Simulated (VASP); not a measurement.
# Mn3Si (Fm-3m) in VASP: single point with PBEsol+D3(BJ)

Aim: the single point of Mn3Si with PBEsol+D3(BJ).

Program: VASP 6.6.1. These are calculated values, not measurements. Logs are shortened: lines on timing, memory, paths and dates and some standing lists are left out, and cuts for length are marked.

## (1) The cell of the first run

It takes space group Fm-3m (No. 225, cubic). The conventional cell has a = 5.871 Å, b = 5.871 Å, c = 5.871 Å, α = 90.00°, β = 90.00°, γ = 90.00°. Mn (site symmetry m-3m) has 8 Mn at 2.54 Å and 6 Si at 2.94 Å within 3.4 Å. Mn (site symmetry -43m) has 10 Mn at 2.54 to 2.94 Å and 4 Si at 2.54 Å within 3.4 Å. Within 3.4 Å of Si (site symmetry m-3m) lie 14 Mn at 2.54 to 2.94 Å.

## (2) Single point, PBEsol+D3(BJ), collinear spin, ferromagnetic start

The input, INCAR:

```
  PREC = Accurate
  ENCUT = 540
  EDIFF = 1E-6
  ISMEAR = 1
  SIGMA = 0.1
  LREAL = F
  LASPH = T
  NELM = 300
  ALGO = All
  ISIF = 2
  LWAVE = F
  LCHARG = F
  ISPIN = 2
  MAGMOM = 2.8 2.8 2.8 0
  LORBIT = 11
  LMAXMIX = 4
  GGA = PS
  IVDW = 12
  NBANDS = 34
  GGA_COMPAT = F
  ISEARCH = 1
  KPAR = 4
```

The input, KPOINTS:

```
regular mesh
0
Gamma
  8 8 8
```

The input, POSCAR:

```
Mn3Si
1.0
    0.0000000000      2.9353447101      2.9353447101
    2.9353447101      0.0000000000      2.9353447101
    2.9353447101      2.9353447101      0.0000000000
Mn Si
3 1
Direct
    0.5000000000      0.5000000000      0.5000000000
    0.2500000000      0.2500000000      0.2500000000
    0.7500000000      0.7500000000      0.7500000000
    0.0000000000      0.0000000000      0.0000000000
```

Potentials or basis: VASP PAW PBE potentials, release 64 (Mn_pv, Si).

Run with:

```sh
$ cat potpaw_PBE.64/Mn_pv/POTCAR potpaw_PBE.64/Si/POTCAR > POTCAR
$ mpirun -np 4 vasp_std > vasp.out
```

OUTCAR:

```text
PREC = Accurate
   ENCUT = 540
   EDIFF = 1E-6
   ISMEAR = 1
   LREAL = F
   LASPH = T
   NELM = 300
   ISIF = 2
   ISPIN = 2
   LORBIT = 11
   GGA = PS
   IVDW = 12
 IVDW          = 12

 ion  position               nearest neighbor table
   1  0.500  0.500  0.500-   2 2.54   2 2.54   2 2.54   2 2.54   3 2.54   3 2.54   3 2.54   3 2.54
                             4 2.94   4 2.94   4 2.94   4 2.94   4 2.94   4 2.94
   2  0.250  0.250  0.250-   4 2.54   4 2.54   4 2.54   1 2.54   4 2.54   1 2.54   1 2.54   1 2.54
                             3 2.94   3 2.94   3 2.94   3 2.94   3 2.94   3 2.94
   3  0.750  0.750  0.750-   1 2.54   1 2.54   1 2.54   1 2.54   4 2.54   4 2.54   4 2.54   4 2.54
                             2 2.94   2 2.94   2 2.94   2 2.94   2 2.94   2 2.94
   4  0.000  0.000  0.000-   3 2.54   3 2.54   3 2.54   2 2.54   3 2.54   2 2.54   2 2.54   2 2.54
                             1 2.94   1 2.94   1 2.94   1 2.94   1 2.94   1 2.94

  LATTYP: Found a face centered cubic cell.
 ALAT       =     5.8706894202

  Lattice vectors:

 A1 = (   0.0000000000,   2.9353447101,   2.9353447101)
 A2 = (   2.9353447101,   0.0000000000,   2.9353447101)
 A3 = (   2.9353447101,   2.9353447101,   0.0000000000)

Analysis of symmetry for initial positions (statically):
=====================================================================
 Subroutine PRICEL returns:
 Original cell was already a primitive cell.

 Routine SETGRP: Setting up the symmetry group for a
 face centered cubic supercell.

 Subroutine GETGRP returns: Found 48 space group operations
 (whereof 48 operations were pure point group operations)
 out of a pool of 48 trial point group operations.

The static configuration has the point symmetry O_h .

Analysis of symmetry for dynamics (positions and initial velocities):
=====================================================================
 Subroutine PRICEL returns:
 Original cell was already a primitive cell.

 Routine SETGRP: Setting up the symmetry group for a
 face centered cubic supercell.

 Subroutine GETGRP returns: Found 48 space group operations
 (whereof 48 operations were pure point group operations)
 out of a pool of 48 trial point group operations.

The dynamic configuration has the point symmetry O_h .

Analysis of structural, dynamic, and magnetic symmetry:
=====================================================================
 Subroutine PRICEL returns:
 Original cell was already a primitive cell.

 Routine SETGRP: Setting up the symmetry group for a
 face centered cubic supercell.
[... 136 lines left out ...]
   AEXX    =    0.0000 exact exchange contribution
   IVDW    =    12    specifies the selected vdW correction
   LEPSILON=     F    determine dielectric tensor
   LRPA    =     F    only Hartree local field effects (RPA)
 spin polarized calculation
 Methfessel and Paxton  Order N= 1 SIGMA  =   0.10
  energy-cutoff  :      540.00
  volume of cell :       50.58
 maximum number of plane-waves:      1459
   NGX = 15   NGY = 15   NGZ = 15

 number of electron      43.0000010 magnetization       1.0003211

 Free energy of the ion-electron system (eV)
  ---------------------------------------------------
  ext. energy  EPLUGINS =         0.00000000
  ---------------------------------------------------
  free energy    TOTEN  =       -35.68108758 eV

  energy without entropy =      -35.68379176  energy(sigma->0) =      -35.68198897

 E-fermi :   9.2858     XC(G=0): -12.8221

 val. band max:        9.2830516296   @ k =   0.5000   0.5000   0.0000
 cond. band min:       9.3032177323   @ k =   0.2500   0.2500   0.0000
 fundamental gap:      0.0201661027
 Fermi energy:         9.2858083029

 spin component 1

 k-point     1 :       0.0000    0.0000    0.0000
  band No.  band energies     occupation
      1     -40.0494      1.00000
      2     -40.0494      1.00000
      3     -40.0494      1.00000
      4     -37.9207      1.00000
      5     -37.9207      1.00000
      6     -37.9207      1.00000
[... 853 lines left out ...]
     32      17.9601      0.00000
     33      18.7804      0.00000

 [... further k-points ...]

 spin component 2

 k-point     1 :       0.0000    0.0000    0.0000
  band No.  band energies     occupation
      1     -38.9500      1.00000
      2     -38.9500      1.00000
      3     -38.9500      1.00000
      4     -38.8973      1.00000
      5     -38.8973      1.00000
      6     -38.8973      1.00000
[... 853 lines left out ...]
     32      17.9797      0.00000
     33      18.8390      0.00000

 [... further k-points ...]

 [bands above 33 left out]

------------------------ aborting loop because EDIFF is reached ----------------------------------------

 Edisp (eV)   -1.33097

 E8    (eV) :    -0.8883

  FORCE on cell =-STRESS in cart. coord.  units (eV):
  Direction    XX          YY          ZZ          XY          YZ          ZX
  --------------------------------------------------------------------------------------
  -------------------------------------------------------------------------------------
  Total      -9.41515    -9.41515    -9.41515    -0.00000    -0.00000    -0.00000
  in kB    -298.21556  -298.21556  -298.21556    -0.00000    -0.00000    -0.00000
  external pressure =     -298.22 kB  Pullay stress =        0.00 kB

 VOLUME and BASIS-vectors are now :
 -----------------------------------------------------------------------------
  energy-cutoff  :      540.00
  volume of cell :       50.58
      direct lattice vectors                 reciprocal lattice vectors
     0.000000000  2.935344710  2.935344710    -0.170337745  0.170337745  0.170337745
     2.935344710  0.000000000  2.935344710     0.170337745 -0.170337745  0.170337745
     2.935344710  2.935344710  0.000000000     0.170337745  0.170337745 -0.170337745

 POSITION                                       TOTAL-FORCE (eV/Angst)
 -----------------------------------------------------------------------------------
      2.93534      2.93534      2.93534        -0.000000      0.000000     -0.000000
      1.46767      1.46767      1.46767         0.000000      0.000000      0.000000
      4.40302      4.40302      4.40302        -0.000000     -0.000000     -0.000000
      0.00000      0.00000      0.00000        -0.000000      0.000000     -0.000000
 -----------------------------------------------------------------------------------
    total drift:                               -0.000000     -0.000000      0.000000

  FREE ENERGIE OF THE ION-ELECTRON SYSTEM (eV)
  ---------------------------------------------------
  free  energy   TOTEN  =       -37.0120558926 eV

  energy  without entropy=      -37.0147596983  energy(sigma->0) =      -37.01295716

 total charge

# of ion       s       p       d       tot
------------------------------------------
    1        0.352   6.308   5.027  11.686
    2        0.313   6.307   5.165  11.785
    3        0.313   6.307   5.165  11.785
    4        0.716   0.845   0.000   1.562
--------------------------------------------------
tot          1.694  19.767  15.357  36.818

 magnetization (x)

# of ion       s       p       d       tot
------------------------------------------
    1        0.031   0.033   2.859   2.924
    2       -0.008  -0.015  -0.993  -1.017
    3       -0.008  -0.015  -0.993  -1.017
    4        0.024   0.031   0.000   0.055
--------------------------------------------------
tot          0.038   0.034   0.872   0.945
```

OSZICAR:

```text
N       E                     dE             d eps       ncg     rms           ort
DAV:   1     0.493364857972E+03    0.49336E+03   -0.25755E+04   986   0.180E+03
DAV:   2    -0.112908551891E+02   -0.50466E+03   -0.48135E+03   986   0.472E+02
DAV:   3    -0.387933388404E+02   -0.27502E+02   -0.26344E+02   986   0.124E+02
[... 14 lines left out ...]
CGA:  63    -0.356810811012E+02   -0.91809E-05   -0.96507E-05   986   0.229E-04  -0.190E-05
CGA:  64    -0.356810832150E+02   -0.21138E-05   -0.20606E-05   986   0.652E-05  -0.511E-06
CGA:  65    -0.356810867160E+02   -0.35010E-05   -0.33119E-05   986   0.309E-05   0.568E-06
 trl  66    -0.356810875765E+02   -0.86053E-06   -0.91288E-06   986   0.336E-05   0.740E-06
CGA:  67    -0.356810875811E+02   -0.86509E-06   -0.91288E-06   986   0.396E-05  -0.107E-09
   1 F= -.37012056E+02 E0= -.37012957E+02  d E =0.270381E-02  mag=     1.0003
```

stdout:

```text
POSCAR found type information on POSCAR MnSi
 POSCAR found :  2 types and       4 ions
 scaLAPACK will be used
 -----------------------------------------------------------------------------
|                                                                             |
[... 96 lines left out ...]
  continued last = 0.057  step=  0.0325 harm=  0.0326 4th-ord=  0.0325
  steps along line     -0.19355E-04   0.19355E-04   0.19355E+00   0.57347E-01
  energies along line   0.55121E-05  -0.55121E-05   0.10260E+00  -0.19663E-02
 gam= 0.701 g(H,U,f)=  0.117E+00 0.564E-01 0.268E-01 ort(H,U,f) =-0.460E-01 0.862E-01-0.408E-01
 gam= 0.701 trial= 0.177  step=  0.0422 mean=  0.1774
  continued last = 0.053  step=  0.0411 harm=  0.0410 4th-ord=  0.0411
  steps along line     -
```

Run time: 2.6 min. Hardware: 4 MPI ranks of Intel Xeon Platinum 8259CL at 2.50GHz (Skylake/Cascade Lake), shared host; peak memory 0.34 GiB.

What came out:

- Free energy: -37.0121 eV
- Pressure: -29.8 GPa
- Band gap on the k mesh: zero (filled and empty bands overlap)
- Net moment: 1.00 μB per cell
- Site moments: Mn +2.92, -1.02 (each value once); Si +0.06 μB
- Valence electrons inside the program's atomic spheres: Mn 11.69, 11.79 (each value once); Si 1.56
- Dispersion energy per atom: -0.333 eV

Caveat: three body term missing; the cell stands under tension; the PAW data sets were made with another functional, which shifts forces and pressure a little.

The gap in the log of VASP goes by the Fermi energy; the results here count the filled bands.